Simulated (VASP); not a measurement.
A run of VASP 6.6.1:

File INCAR:

```
SYSTEM = HfCl4F
ALGO = Normal
EDIFF = 1E-6
ENCUT = 520
GGA = PE
ISIF = 2
ISMEAR = 0
LASPH = .True.
LCHARG = .False.
LREAL = .False.
LWAVE = .False.
NBANDS = 32
NELM = 60
PREC = Accurate
SIGMA = 0.1
```

File KPOINTS:

```
k-points
0
Gamma
  4 4 4
  0 0 0
```

File POSCAR:

```
HfCl4F
1.0
    0.0000000000      4.0831502500      4.0831502500
    4.0831502500      0.0000000000      4.0831502500
    4.0831502500      4.0831502500      0.0000000000
Hf Cl F
1 4 1
Direct
    0.0000000000      0.0000000000      0.0000000000
    0.8696399600      0.3767866800      0.3767866800
    0.3767866800      0.3767866800      0.3767866800
    0.3767866800      0.8696399600      0.3767866800
    0.3767866800      0.3767866800      0.8696399600
    0.5000000000      0.5000000000      0.5000000000
```

Potentials or basis: VASP PAW PBE potentials, release 64 (Hf_pv, Cl, F).

Run with:

```bash
$ cat potpaw_PBE.64/Hf_pv/POTCAR potpaw_PBE.64/Cl/POTCAR potpaw_PBE.64/F/POTCAR > POTCAR
$ mpirun -np 1 vasp_std > vasp.out
```

Hardware: 1 thread of Intel(R) Xeon(R) Platinum 8488C (Sapphire Rapids) (shared host).

Question: How long does it take, and how much memory?

Answer: Wall time 74 s on 1 thread of Intel(R) Xeon(R) Platinum 8488C (Sapphire Rapids) (shared host), peak memory 0.33 GiB. Counts: scf iterations 20, k points 8.
